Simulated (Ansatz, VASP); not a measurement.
# One calculation of BiB, two programs

```
CELL_PARAMETERS angstrom
0.14065 2.72440 2.72440
2.72440 0.14065 2.72440
2.72440 2.72440 0.14065
ATOMIC_POSITIONS crystal
B 0.00324 0.00324 0.00324
Bi 0.24676 0.24676 0.24676
```

Change from the starting cell: epitaxial_111 strain -5.9%.

Alike in both runs: task single point; functional PBE; k mesh 8 × 8 × 8; occupations fermi-dirac, width 0.02 eV; no spin polarisation.

```csv
,VASP,Ansatz
version,VASP 6.6.1,Ansatz 0.2.0
potentials or method,"VASP PAW PBE potentials, release 64 (B, Bi_d)","plane waves, PAW"
plane-wave cutoff (eV),500,420
valence electrons in the cell,18,18
```

|  | VASP | Ansatz | Ansatz less VASP |
| --- | --- | --- | --- |
| pressure (GPa) | 11.8 | 11.8 | +0.07 |
| traceless stress, the component that is largest in VASP (GPa) | -5.11 | -5.11 | -0.005 |
| rms of the force components (eV/Å) | 0.020 | 0.023 | +0.0032 |

Atom by atom the forces differ by 0.003 eV/Å (rms over components).

Spin-orbit coupling is off throughout.
